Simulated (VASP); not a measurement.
Write the native input for VASP 6.6.1 that does the following.

```
Task                   : single point
Functional             : PBE
Potentials or basis    : VASP PAW PBE potentials, release 64 (W_sv, Cl, F)
Cutoff                 : 520 eV
k mesh                 : 2 × 2 × 2
Occupations            : gaussian, width 0.1 eV
Spin                   : no spin polarisation
Dipole correction      : no
Further INCAR settings : ALGO = Normal; EDIFF = 1e-07; NBANDS = 61
```

The structure of WCl3F2 lies in POSCAR:

```
WCl3F2
1.0
    6.1722597796     -0.0735039617      0.0653010042
   -1.8865758987      7.3683739898     -0.0830049195
   -1.2324213127     -2.4866539388      8.1298543700
W Cl F
2 6 4
Direct
    0.0709793746      0.1693149026      0.1590378513
    0.9290576246      0.8307374088      0.8411014833
    0.9836368141      0.2247110021      0.4148119132
    0.3101510999      0.4776605965      0.2441084700
    0.1955042057      0.1519147114      0.8971151539
    0.0150497567      0.7759820921      0.5847952833
    0.6912631365      0.5218562011      0.7563241274
    0.8043858489      0.8480114874      0.1028897943
    0.8232195507      0.2291349427      0.0646372265
    0.3007876269      0.0663291315      0.2124742330
    0.1772658933      0.7711367454      0.9351489433
    0.6986990683      0.9332107783      0.7875555203
```

One way to write it, as run:

INCAR

```
SYSTEM = WCl3F2
PREC = Accurate
ENCUT = 520
EDIFF = 1E-7
ISMEAR = 0
SIGMA = 0.1
LREAL = .False.
LASPH = .True.
NELM = 80
ALGO = Normal
ISIF = 2
LWAVE = .False.
LCHARG = .False.
GGA = PE
NBANDS = 61
```

KPOINTS

```
Automatic mesh
0
Gamma
  2 2 2
  0 0 0
```

Potentials or basis: VASP PAW PBE potentials, release 64 (W_sv, Cl, F).

Command:

```sh
$ cat potpaw_PBE.64/W_sv/POTCAR potpaw_PBE.64/Cl/POTCAR potpaw_PBE.64/F/POTCAR > POTCAR
$ mpirun -np 1 vasp_std > vasp.out
```

Results of the run:

- Pressure: 0.3 GPa
- Largest force: 0.404 eV/Å
- Band gap on the k mesh: 1.35 eV (least direct gap 1.36 eV)

Caveat: the k points lie up to 0.54 Å⁻¹ apart; spin-orbit coupling is left out, which moves the levels of the heavy elements.

It took 6 min on 1 thread of Intel(R) Xeon(R) Platinum 8375C CPU @ 2.90GHz (Ice Lake), on a shared host, peak memory 0.53 GiB.
